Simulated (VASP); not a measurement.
# Zn3In8O15 in VASP: further runs

Zn3In8O15 is run at these levels: PBE; tasks: single point.

Everything below comes from runs of VASP 6.6.1. Logs are shortened: lines on timing, memory, paths and dates and some standing lists are left out, and cuts for length are marked.

## (1) The cell of the first run

The cell holds a disordered packing, 26 atoms: a = 7.167 Å, b = 6.956 Å, c = 7.002 Å, α = 86.96°, β = 89.41°, γ = 91.02°.

## (2) Single point, PBE

File INCAR:

```
PREC = Accurate ; ENCUT = 520
EDIFF = 1E-6 ; ISMEAR = -1
SIGMA = 0.2585 ; LREAL = F
LASPH = T ; NELM = 120
ALGO = Normal ; ISIF = 2
LWAVE = F ; LCHARG = F
GGA = PE ; NBANDS = 134
ISYM = 0 ; GGA_COMPAT = F
```

File KPOINTS:

```
Automatic mesh
0
Gamma
  1 1 1
```

File POSCAR:

```
Zn3In8O15
1.0
    7.1668360000     -0.0632620000      0.0376150000
   -0.0632620000      6.9529050000      0.1854250000
    0.0376150000      0.1854250000      6.9995360000
Zn O In
3 15 8
Direct
    0.3150495326      0.9129440394     -0.0372900770
    0.9935347390      0.1737075442      0.2176672096
    0.3682678909      1.0599444986      0.4755451497
    0.5717031796      0.9009444211      0.3690447146
    0.6178928129      0.6457773362      0.0297676445
    1.0108231992      0.4054917070      0.3317857906
    0.2673803993      0.6813599320      0.4431934232
    1.1438671090      0.3336443462      0.7340697206
    0.7106075575      0.0822540161      0.1379430788
    0.0653629648     -0.1069956926      1.1196487951
    0.0333734252     -0.0321771378      0.6025932440
    0.8015976676      0.6327999466      0.7087111165
    0.5559773249      0.3233624043      0.7132326256
    0.7201416934      0.5679026404      0.4527247982
    0.3973775048      0.3048918657      0.4239974008
   -0.0049279058      0.9669847176      0.4203876117
    0.3924569601      0.8835546284      0.6979599240
    0.2540902348      0.6571182351     -0.0410322560
    0.6970992600      0.2665270476      0.4713800791
    0.8852040583      0.6898719973      0.2503886735
    0.7181147327      0.3764753845      0.9658664755
    0.8212562367      1.0151605699      0.8676678423
    0.0967252672      0.6859796572      0.7011117453
    0.2837996089      0.3609063450     -0.0000690305
    0.4325143530      0.6418467227      0.2546875313
    0.4854735217      0.5749162664      0.6450416234
```

Potentials or basis: VASP PAW PBE potentials, release 64 (Zn, O, In_d).

Run with:

```bash
$ cat potpaw_PBE.64/Zn/POTCAR potpaw_PBE.64/O/POTCAR potpaw_PBE.64/In_d/POTCAR > POTCAR
$ mpirun -np 1 vasp_gam > vasp.out
```

OUTCAR:

```text
PREC = Accurate
   ENCUT = 520
   EDIFF = 1E-6
   ISMEAR = -1
   LREAL = F
   LASPH = T
   NELM = 120
   ISIF = 2
   GGA = PE
   ISYM = 0

 ion  position               nearest neighbor table
   1  0.315  0.913  0.963-  18 1.83  17 1.95  10 2.09  25 2.85  23 2.93  24 3.15
   2  0.994  0.174  0.218-   6 1.84  16 1.97  10 2.17   9 2.20  24 2.82  19 2.86  21 2.98  22 3.01
                            20 3.44
   3  0.368  0.060  0.476-  15 1.73  17 1.94   4 2.01  19 2.74  25 3.40  23 3.52
   4  0.572  0.901  0.369-   3 2.01  25 2.23  19 2.81  20 2.85  26 2.95
   5  0.618  0.646  0.030-  25 2.05  21 2.09  20 2.50  26 2.93
   6  0.011  0.405  0.332-   2 1.84  20 2.24  19 2.59
   7  0.267  0.681  0.443-  25 1.80  23 2.17  26 2.23
   8  0.144  0.334  0.734-  24 2.14  23 2.48  26 2.99
   9  0.711  0.082  0.138-  22 2.12   2 2.20  21 2.32  19 2.72
  10  0.065  0.893  0.120-  20 2.07   1 2.09   2 2.17  22 2.62
  11  0.033  0.968  0.603-  16 1.31  23 2.10  22 2.43
  12  0.802  0.633  0.709-  14 1.96  23 2.14  26 2.35  21 2.53  22 2.94
  13  0.556  0.323  0.713-  26 1.87  19 2.02  21 2.17  24 2.81
  14  0.720  0.568  0.453-  12 1.96  20 1.98  19 2.10  26 2.15  25 2.54
  15  0.397  0.305  0.424-   3 1.73  19 2.20  26 2.57  25 2.58
  16  0.995  0.967  0.420-  11 1.31   2 1.97  20 2.44  23 2.81
  17  0.392  0.884  0.698-   3 1.94   1 1.95  26 2.31  23 2.50
  18  0.254  0.657  0.959-   1 1.83  24 2.08  23 2.14  25 2.44  26 2.83
  19  0.697  0.267  0.471-  13 2.02  14 2.10  15 2.20   6 2.59   9 2.72   3 2.74   4 2.81   2 2.86
                            26 2.96  22 3.34  20 3.49  25 3.54  21 3.58  21 3.59
  20  0.885  0.690  0.250-  14 1.98  10 2.07   6 2.24  16 2.44   5 2.50   4 2.85  21 3.25  25 3.26
                             2 3.44  22 3.45  19 3.49  23 3.51  25 3.94  26 4.00
  21  0.718  0.376  0.966-   5 2.09  13 2.17   9 2.32  12 2.53  22 2.75   2 2.98  26 3.09  24 3.12
                            20 3.25  25 3.48  19 3.58  19 3.59  23 3.83
  22  0.821  0.015  0.868-   9 2.12  11 2.43  10 2.62  21 2.75  12 2.94   2 3.01  23 3.30  19 3.34
                            20 3.45
  23  0.097  0.686  0.701-  11 2.10  12 2.14  18 2.14   7 2.17   8 2.48  17 2.50  16 2.81   1 2.93
                            26 2.93  22 3.30  24 3.31  20 3.51   3 3.52  21 3.83  25 3.95
  24  0.284  0.361  1.000-  18 2.08   8 2.14  13 2.81   2 2.82  25 2.91  21 3.12  26 3.15   1 3.15
                            23 3.31
  25  0.433  0.642  0.255-   7 1.80   5 2.05   4 2.23  18 2.44  14 2.54  15 2.58  26 2.78   1 2.85
                            24 2.91  20 3.26   3 3.40  21 3.48  19 3.54  20 3.94  23 3.95
  26  0.485  0.575  0.645-  13 1.87  14 2.15   7 2.23  17 2.31  12 2.35  15 2.57  25 2.78  18 2.83
                             5 2.93  23 2.93   4 2.95  19 2.96   8 2.99  21 3.09  24 3.15  20 4.00

IMPORTANT INFORMATION: All symmetrisations will be switched off!
NOSYMM: (Re-)initialisation of all symmetry stuff for point group C_1.

[... 129 lines left out ...]
   NELECT =     230.0000    total number of electrons
   NUPDOWN=      -1.0000    fix difference up-down
   EMIN   =  10.00;   EMAX   =-10.00  energy-range for DOS
   EFERMI =   0.00;   METHOD = LEGACY
   ISMEAR =    -1;   SIGMA  =   0.26  broadening in eV -4-tet -1-fermi 0-gaus
   EFERMI_NEDOS =   21; number of points for ismear=-14 and -15
   IALGO  =     38    algorithm
   IMIX   =      4    mixing-type and parameters
     AMIX     =   0.40;   BMIX     =  1.00
     AMIX_MAG =   1.60;   BMIX_MAG =  1.00
  volume/ion in A,a.u.               =      13.40        90.45
  Fermi-wavevector in a.u.,A,eV,Ry     =   1.425328  2.693479 27.641053  2.031560
  Thomas-Fermi vector in A             =   2.545724
   LORBIT       =      0    0 simple, 1 ext, 2 COOP (PROOUT), +10 PAW based schemes
   GGA     = PE    functional components
   LHFCALC =     F    Hartree Fock is set to
   AEXX    =    0.0000 exact exchange contribution
   IVDW    =     0    specifies the selected vdW correction
   LEPSILON=     F    determine dielectric tensor
   LRPA    =     F    only Hartree local field effects (RPA)
 non-spin polarized calculation
  energy-cutoff  :      520.00
  volume of cell :      348.50
 maximum number of plane-waves:      4686
 NGX is ok and might be reduce to    54
   NGX = 27   NGY = 25   NGZ = 27

 number of electron     230.0000001 magnetization

 Free energy of the ion-electron system (eV)
  ---------------------------------------------------
  ext. energy  EPLUGINS =         0.00000000
  ---------------------------------------------------
  free energy    TOTEN  =      -111.05902567 eV

  energy without entropy =     -109.73196402  energy(sigma->0) =     -110.39549484

 E-fermi :   5.5384     XC(G=0): -10.8631

 val. band max:        5.3183872027   @ k =   0.0000   0.0000   0.0000
 cond. band min:       5.5398602876   @ k =   0.0000   0.0000   0.0000
 fundamental gap:      0.2214730849
 Fermi energy:         5.5384134925

 k-point     1 :       0.0000    0.0000    0.0000
  band No.  band energies     occupation
      1     -19.0141      2.00000
      2     -14.5169      2.00000
      3     -14.0571      2.00000
      4     -13.8603      2.00000
      5     -13.6397      2.00000
      6     -13.1251      2.00000
[... 119 lines left out ...]
    126       9.5140      0.00000
    127       9.8164      0.00000
 [bands above 127 left out]

------------------------ aborting loop because EDIFF is reached ----------------------------------------

  FORCE on cell =-STRESS in cart. coord.  units (eV):
  Direction    XX          YY          ZZ          XY          YZ          ZX
  --------------------------------------------------------------------------------------
  -------------------------------------------------------------------------------------
  Total       23.8443712     24.5900395     42.3025016     -7.7031060      1.0930185     -5.8917406
  in kB      109.6197073    113.0477675    194.4772542    -35.4134827      5.0249329    -27.0860940
  external PRESSURE =     139.0482430 kB  Pullay stress =       0.0000000 kB

 VOLUME and BASIS-vectors are now :
 -----------------------------------------------------------------------------
  energy-cutoff  :      520.00
  volume of cell :      348.50
      direct lattice vectors                 reciprocal lattice vectors
     7.166836000 -0.063262000  0.037615000     0.139547094  0.001290600 -0.000784105
    -0.063262000  6.952905000  0.185425000     0.001290600  0.143938393 -0.003820014
     0.037615000  0.185425000  6.999536000    -0.000784105 -0.003820014  0.142972023

 POSITION                                       TOTAL-FORCE (eV/Angst)
 -----------------------------------------------------------------------------------
      2.23637      6.50619      6.91966         0.359948      2.442548     -0.236124
      7.11770      1.18528      1.59315         0.370261     -1.223505     -0.304813
      2.65341      0.48167      3.35356        -0.517571     -3.266290      0.859255
      4.05419      6.29644      2.77170        -0.086091      0.361618     -0.526222
      4.38860      4.45646      0.35135         1.085241     -0.273924      0.853070
      0.06440      2.88018      2.39794        -0.891598      0.553839     -1.186860
[... 18 lines left out ...]
      3.06873      4.48256      1.91798         3.175507     -0.337266     -3.744250
      3.46720      4.08623      4.63986        -1.614695      6.043612     -0.026391
 -----------------------------------------------------------------------------------
    total drift:                               -0.000481     -0.001648     -0.001446

  FREE ENERGIE OF THE ION-ELECTRON SYSTEM (eV)
  ---------------------------------------------------
  free  energy   TOTEN  =      -111.0590256655 eV

  energy  without entropy=     -109.7319640156  energy(sigma->0) =     -110.39549484
```

It took 1.9 min on 1 thread of Intel Xeon Platinum 8259CL at 2.50GHz (Skylake/Cascade Lake), shared host; peak memory 0.36 GiB.

What came out:

- Free energy: -111.0590 eV
- Pressure: 13.9 GPa
- Largest force: 6.256 eV/Å

Forces on the atoms (eV/Å):
```
Zn   0.360  2.443 -0.236
Zn   0.370 -1.224 -0.305
Zn  -0.518 -3.266  0.859
O   -0.086  0.362 -0.526
O    1.085 -0.274  0.853
O   -0.892  0.554 -1.187
O   -4.122  0.556  4.034
O   -0.008  1.352  1.687
O    0.246  2.001 -0.232
O   -0.652  2.009 -2.098
O    0.801  1.217  4.270
O    1.451  0.741  3.204
O    1.145 -3.680  4.392
O   -2.197 -1.000 -1.891
O    0.778  2.884 -2.503
O   -1.623 -0.832 -2.656
O    0.231 -0.106  1.233
O   -0.383 -2.783  0.551
In   1.614 -1.615 -1.893
In   1.150  0.733 -0.248
In   0.796  0.525 -0.606
In   0.791 -1.902 -1.448
In  -0.603 -2.390 -0.683
In  -1.297 -2.009 -0.802
In   3.176 -0.337 -3.744
In  -1.615  6.044 -0.026
```

Levels at points of the mesh, in eV from the Fermi level:
| k point | band 111 | band 112 | band 113 | band 114 | band 115 | band 116 | band 117 | band 118 | band 119 | band 120 |
| --- | --- | --- | --- | --- | --- | --- | --- | --- | --- | --- |
| (0.00, 0.00, 0.00) | -0.97 | -0.89 | -0.71 | -0.55 | -0.22 | 0.00 | 0.81 | 1.36 | 1.46 | 1.60 |

Caveat: the k points lie up to 0.90 Å⁻¹ apart; the atoms stand as in a frame of molecular dynamics; spin-orbit coupling is left out, which moves the levels of the heavy elements.

## (3) Single point, PBE

File INCAR:

```
SYSTEM = Zn3In8O15
PREC     = Accurate       ! precision mode
ENCUT    = 520            ! plane-wave cutoff, eV
EDIFF    = 1E-6           ! SCF threshold, eV
ISMEAR   = -1             ! smearing method
SIGMA    = 0.1861         ! smearing width, eV
LREAL    = .False.        ! projectors in reciprocal space
LASPH    = .True.         ! aspherical terms in the spheres
NELM     = 120            ! most SCF steps
ALGO     = Normal         ! electronic algorithm
ISIF     = 2              ! what is computed and relaxed
LWAVE    = .False.        ! write WAVECAR
LCHARG   = .True.         ! write CHGCAR
GGA      = PE             ! functional
LELF     = .True.         ! ELF
LVHAR    = .True.       
NBANDS   = 134            ! bands
ISYM     = 0            
GGA_COMPAT= .False.
```

File KPOINTS:

```
regular mesh
0
Gamma
  1 1 1
  0 0 0
```

File POSCAR:

```
Zn3In8O15
1.0
    7.1668360000     -0.0632620000      0.0376150000
   -0.0632620000      6.9529050000      0.1854250000
    0.0376150000      0.1854250000      6.9995360000
Zn O In
3 15 8
Direct
    0.2890433431      0.8908245579      0.9821110272
    1.0212290905      0.1657932894      0.2343481407
    0.3221141639      0.0747327311      0.5350088005
    0.6114257435      0.9195875037      0.3638153597
    0.6586681561      0.6507128464      0.0360957880
    0.0268793324      0.4717168496      0.2758204025
    0.2298256214      0.7219882938      0.4423470970
    0.1330149743      0.3589162606      0.7442045579
    0.7523248687      0.1529143158      0.1066785231
    0.0353270586      0.9539127679      0.0460240361
    0.0510267267      1.0221711873      0.5944014771
    0.8261400256      0.7014134557      0.7998336108
    0.6085384892      0.2457276635      0.7656964366
    0.6578196462      0.5385972902      0.4010958314
    0.3942487708      0.3686860289      0.3975948871
    0.9820408330      0.9638622471      0.4279478492
    0.3843552329      0.8650157003      0.7412921287
    0.2490830602      0.6357798916      0.9981194831
    0.6999544786      0.2536416684      0.4341598794
    0.8948657743      0.6960593325      0.2425324796
    0.7098364665      0.3938908527      0.9943049496
    0.8141854529     -0.0170850237      0.8476286721
    0.0829553535      0.6579233602      0.6873091581
    0.2871834513      0.3220332125      0.9563676201
    0.4146910313      0.6785273590      0.2392499248
    0.4852223433      0.6093388387      0.6672081846
```

Potentials or basis: VASP PAW PBE potentials, release 64 (Zn, O, In_d).

Run with:

```bash
$ cat potpaw_PBE.64/Zn/POTCAR potpaw_PBE.64/O/POTCAR potpaw_PBE.64/In_d/POTCAR > POTCAR
$ mpirun -np 1 vasp_gam > vasp.out
```

It took 2 min on 1 thread of Intel Xeon Platinum 8259CL at 2.50GHz (Skylake/Cascade Lake), shared host; peak memory 0.36 GiB.

Results (log left out):

```yaml
Free_energy: -113.3382 eV
Pressure: 12.7 GPa
Largest_force: 6.180 eV/Å
```

Forces on the atoms (eV/Å):
```
Zn  -0.414  3.626 -0.476
Zn  -0.082  1.314 -0.681
Zn   1.049  0.333 -0.273
O   -1.169  0.572  0.275
O   -3.135  3.040  3.204
O    1.418 -6.009 -0.279
O   -0.054  0.711  1.067
O   -1.996  0.734 -2.333
O    1.064 -2.578  2.109
O    0.411 -0.054  0.686
O    0.807  0.339  3.989
O    1.336 -0.851 -3.098
O   -0.077 -0.355 -1.631
O    1.607  2.101  1.328
O   -0.768 -3.259  0.137
O   -2.290 -0.096 -3.293
O    0.704  1.990 -0.973
O   -0.402 -3.752 -0.239
In  -1.529 -2.124  0.233
In  -2.546  4.589  0.358
In   0.890  1.035 -2.212
In  -0.805  1.563 -0.240
In  -0.320 -0.485 -0.374
In   1.211 -0.528  3.333
In   3.077 -1.282  1.606
In   2.014 -0.576 -2.227
```

Stress tensor (GPa, compression positive):
```
10.59 -3.40  1.88
-3.40 12.06 -4.20
 1.88 -4.20 15.38
```

Levels at points of the mesh, in eV from the Fermi level:
| k point | band 113 | band 114 | band 115 | band 116 | band 117 | band 118 |
| --- | --- | --- | --- | --- | --- | --- |
| (0.00, 0.00, 0.00) | -0.72 | -0.51 | -0.32 | 0.21 | 0.89 | 1.32 |

Caveat: the k points lie up to 0.90 Å⁻¹ apart; the atoms stand as in a frame of molecular dynamics; spin-orbit coupling is left out, which moves the levels of the heavy elements.
